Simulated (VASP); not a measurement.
# InAs (zincblende type) (F-43m) in VASP: notebook, part 2 of 2

VASP 6.6.1.

## 3. Single point, LDA

This run uses another cell than the first one: it holds 4 atoms, not 2.

INCAR reads:

```
SYSTEM = InAs
PREC = Accurate
ENCUT = 520
EDIFF = 1E-6
ISMEAR = -1
SIGMA = 0.02
LREAL = .FALSE.
LASPH = .TRUE.
NELM = 80
ALGO = Normal
ISIF = 2
LWAVE = .FALSE.
LCHARG = .FALSE.
NBANDS = 26
```

KPOINTS reads:

```
regular mesh
0
G
  6 5 6
  0 0 0
```

POSCAR reads:

```
InAs
1.0
   -3.0135285408      3.0135285408      0.0000000000
    0.0000000000      0.0000000000      6.0270570815
    3.0135285408      3.0135285408      0.0000000000
In As
2 2
Direct
    0.0000000000      0.0000000000      0.0000000000
    0.5000000000      0.5000000000      0.5000000000
    0.0000000000      0.2500000000      0.5000000000
    0.5000000000      0.7500000000      0.0000000000
```

Potentials or basis: VASP PAW LDA potentials, release 64 (In_d, As).

The run is started by

```console
cat potpaw_LDA.64/In_d/POTCAR potpaw_LDA.64/As/POTCAR > POTCAR
mpirun -np 1 vasp_std > vasp.out
```

OUTCAR:

```text
SYSTEM = InAs
   PREC = Accurate
   ENCUT = 520
   EDIFF = 1E-6
   ISMEAR = -1
   LREAL = .FALSE.
   LASPH = .TRUE.
   NELM = 80
   ISIF = 2

 ion  position               nearest neighbor table
   1  0.000  0.000  0.000-   3 2.61   4 2.61   3 2.61   4 2.61
   2  0.500  0.500  0.500-   3 2.61   4 2.61   4 2.61   3 2.61
   3  0.000  0.250  0.500-   1 2.61   2 2.61   1 2.61   2 2.61
   4  0.500  0.750  0.000-   1 2.61   2 2.61   2 2.61   1 2.61

  LATTYP: Found a simple tetragonal cell.
 ALAT       =     4.2617729330
 C/A-ratio  =     1.4142135623

[... 908 lines left out ...]
  Direction    XX          YY          ZZ          XY          YZ          ZX
  --------------------------------------------------------------------------------------
  -------------------------------------------------------------------------------------
  Total        0.1388018      0.1388018      0.0346128      0.0000000      0.0000000      0.0000000
  in kB        2.0315142      2.0315142      0.5065961      0.0000000      0.0000000      0.0000000
  external PRESSURE =       1.5232082 kB  Pullay stress =       0.0000000 kB

 VOLUME and BASIS-vectors are now :
 -----------------------------------------------------------------------------
  energy-cutoff  :      520.00
  volume of cell :      109.47
      direct lattice vectors                 reciprocal lattice vectors
    -3.013528541  3.013528541  0.000000000    -0.165918455  0.165918455  0.000000000
     0.000000000  0.000000000  6.027057081     0.000000000  0.000000000  0.165918455
     3.013528541  3.013528541  0.000000000     0.165918455  0.165918455  0.000000000

 POSITION                                       TOTAL-FORCE (eV/Angst)
 -----------------------------------------------------------------------------------
      0.00000      0.00000      0.00000        -0.000000     -0.000000     -0.000000
      0.00000      3.01353      3.01353        -0.000000      0.000000     -0.000000
      1.50676      1.50676      1.50676         0.000000     -0.000000      0.000000
     -1.50676      1.50676      4.52029         0.000000     -0.000000      0.000000
 -----------------------------------------------------------------------------------
    total drift:                               -0.000000     -0.000000     -0.000000

  FREE ENERGIE OF THE ION-ELECTRON SYSTEM (eV)
  ---------------------------------------------------
  free  energy   TOTEN  =       -18.0458793591 eV

  energy  without entropy=      -18.0454406646  energy(sigma->0) =      -18.04566001
```

OSZICAR:

```text
N       E                     dE             d eps       ncg     rms          rms(c)
DAV:   1     0.300404870995E+03    0.30040E+03   -0.16299E+04  1560   0.154E+03
DAV:   2     0.117744616295E+02   -0.28863E+03   -0.28044E+03  1592   0.375E+02
DAV:   3    -0.174442652635E+02   -0.29219E+02   -0.28874E+02  2044   0.133E+02
DAV:   4    -0.186223256571E+02   -0.11781E+01   -0.11755E+01  1822   0.279E+01
DAV:   5    -0.186828411869E+02   -0.60516E-01   -0.60509E-01  2414   0.580E+00    0.681E+00
DAV:   6    -0.181255647141E+02    0.55728E+00   -0.83660E-01  2172   0.130E+01    0.373E+00
DAV:   7    -0.180542188028E+02    0.71346E-01   -0.39536E-01  2390   0.404E+00    0.820E-01
DAV:   8    -0.180464989957E+02    0.77198E-02   -0.41305E-02  2390   0.233E+00    0.433E-01
DAV:   9    -0.180459595233E+02    0.53947E-03   -0.27115E-03  2172   0.498E-01    0.227E-01
DAV:  10    -0.180458905749E+02    0.68948E-04   -0.65316E-04  2228   0.329E-01    0.995E-02
DAV:  11    -0.180458840230E+02    0.65520E-05   -0.23548E-04  2130   0.216E-01    0.456E-02
DAV:  12    -0.180458793838E+02    0.46392E-05   -0.17353E-05  2156   0.348E-02    0.913E-03
DAV:  13    -0.180458793591E+02    0.24697E-07   -0.20980E-06  1374   0.693E-03
   1 F= -.18045879E+02 E0= -.18045660E+02  d E =-.438695E-03
```

Run time: 67 s. Hardware: 1 thread of Intel Xeon 6975P-C (Granite Rapids), shared host; peak memory 0.22 GiB.

What came out:

```yaml
Free_energy: -18.0459 eV
Pressure: 0.2 GPa
Band_gap_on_the_k_mesh: zero (filled and empty bands touch)
```

Levels at points of the mesh, in eV from the Fermi level:
| k point | band 15 | band 16 | band 17 | band 18 | band 19 | band 20 | band 21 | band 22 |
| --- | --- | --- | --- | --- | --- | --- | --- | --- |
| (0.00, 0.00, 0.00) | -2.39 | -0.36 | -0.02 | -0.01 | -0.01 | 1.39 | 1.94 | 3.81 |
| (0.50, 0.00, 0.00) | -2.92 | -2.92 | -1.09 | -1.09 | 2.49 | 2.49 | 4.89 | 4.89 |
| (0.50, 0.00, 0.50) | -2.40 | -2.40 | -2.39 | -2.39 | 1.39 | 1.39 | 1.94 | 1.94 |

Caveat: semilocal functionals underestimate gaps, so a narrow gap can read as zero; spin-orbit coupling is left out, which moves the levels of the heavy elements.

## 4. Single point, LDA

This run uses another cell than the first one: it holds 4 atoms, not 2.

INCAR reads:

```
ALGO = Normal
EDIFF = 1E-6
ENCUT = 520
GGA = CA
ISIF = 2
ISMEAR = -1
LASPH = T
LCHARG = F
LREAL = F
LWAVE = F
NBANDS = 26
NELM = 100
PREC = Accurate
SIGMA = 0.02
```

KPOINTS reads:

```
k-points
0
Gamma
  6 5 6
```

POSCAR is that of step 3.

The run is started by

```console
cat potpaw_LDA.64/In_d/POTCAR potpaw_LDA.64/As/POTCAR > POTCAR
mpirun -np 1 vasp_std > vasp.out
```

It took 68 s on 1 thread of Intel Xeon 6975P-C (Granite Rapids), shared host; peak memory 0.22 GiB.

It converged, with:

```
Free energy            : -18.0459 eV
Pressure               : 0.2 GPa
Band gap on the k mesh : zero (filled and empty bands touch)
```

Levels at points of the mesh, in eV from the Fermi level:
```
           k point  band 14  band 15  band 16  band 17  band 18  band 19  band 20  band 21  band 22  band 23
(0.00, 0.00, 0.00)    -2.39    -2.39    -0.36    -0.02    -0.01    -0.01     1.39     1.94     3.81     3.81
(0.50, 0.00, 0.00)    -5.09    -2.92    -2.92    -1.09    -1.09     2.49     2.49     4.89     4.89     5.23
(0.50, 0.00, 0.50)    -5.97    -2.40    -2.40    -2.39    -2.39     1.39     1.39     1.94     1.94     9.05
```

Caveat: semilocal functionals underestimate gaps, so a narrow gap can read as zero; spin-orbit coupling is left out, which moves the levels of the heavy elements.

## 5. Relaxation of cell and atoms, LDA

This run uses another cell than the first one, of 30.00 Å³/atom.

INCAR reads:

```
SYSTEM = InAs
PREC = Accurate
ENCUT = 600
EDIFF = 1E-7
ISMEAR = -1
SIGMA = 0.02
LREAL = .False.
LASPH = .True.
NELM = 60
ALGO = Normal
ISIF = 3
LWAVE = .False.
LCHARG = .False.
IBRION = 2
NSW = 60
EDIFFG = -0.005
```

KPOINTS reads:

```
regular mesh
0
Gamma
  9 9 9
  0 0 0
```

POSCAR reads:

```
InAs
1.0
    0.0000000000      3.1072325060      3.1072325060
    3.1072325060      0.0000000000      3.1072325060
    3.1072325060      3.1072325060      0.0000000000
In As
1 1
Direct
    0.0000000000      0.0000000000      0.0000000000
    0.2500000000      0.2500000000      0.2500000000
```

The run is started by

```console
cat potpaw_LDA.64/In_d/POTCAR potpaw_LDA.64/As/POTCAR > POTCAR
mpirun -np 1 vasp_std > vasp.out
```

It took 74 s on 1 thread of Intel Xeon 6975P-C (Granite Rapids), shared host; peak memory 0.2 GiB.

Results (log left out):

```yaml
Free_energy: -9.0283 eV
Relaxed_volume: 27.44 Å³/atom
Relaxed_cell: a = 4.266 Å, b = 4.266 Å, c = 4.266 Å, α = 60.00°, β = 60.00°, γ = 60.00°
Space_group_after_relaxing_to_0.1_Å: F-43m (No. 216)
Energy_gained_by_relaxing: 37.8 meV/atom
Ionic_steps: 3
Pressure_after_relaxing: 0.0 GPa
Band_gap_on_the_k_mesh: zero (filled and empty bands touch)
```

The path:
```csv
step,energy change (eV),largest force (eV/Å),pressure (GPa),volume (Å³)
1,0.0000,0.0000,-4.35,60.00
2,-0.0653,0.0000,2.03,53.20
3,-0.0757,0.0000,-0.01,54.88
```

Final structure:
```
In As
1.0
     0.00000    3.01619    3.01619
     3.01619    0.00000    3.01619
     3.01619    3.01619    0.00000
In As
1 1
Direct
  0.00000 0.00000 0.00000
  0.25000 0.25000 0.25000
```

Levels at points of the mesh, in eV from the Fermi level:
| k point | band 7 | band 8 | band 9 | band 10 | band 11 | band 12 |
| --- | --- | --- | --- | --- | --- | --- |
| (0.00, 0.00, 0.00) | -0.37 | -0.01 | -0.01 | -0.01 | 3.81 | 3.81 |

Caveat: semilocal functionals underestimate gaps, so a narrow gap can read as zero; spin-orbit coupling is left out, which moves the levels of the heavy elements.

## 6. The runs side by side

| task | cell | k mesh | cutoff (eV) | gap on the mesh (eV) | pressure (GPa) |
| --- | --- | --- | --- | --- | --- |
| single point | a = 4.262 Å, angles 60.0°, 2 atoms, atomic positions A | 9 × 9 × 9 | 520 | none | 0.1 |
| single point | a = 4.262, b = 6.027 Å, 4 atoms, atomic positions B | 6 × 5 × 6 | 520 | none | 0.2 |
| relaxation of cell and atoms | relaxed from a = 4.394 Å, angles 60.0°, 2 atoms, atomic positions A | 9 × 9 × 9 | 600 | none | 0.0 |

Alike in all rows: level LDA; potentials or basis VASP PAW LDA potentials, release 64 (In_d, As); no spin polarisation; smearing fermi-dirac 0.02 eV.

Caveats: semilocal functionals underestimate gaps, so a narrow gap can read as zero; spin-orbit coupling is left out, which moves the levels of the heavy elements.

Absolute energies hang on the potentials; compare differences alone.
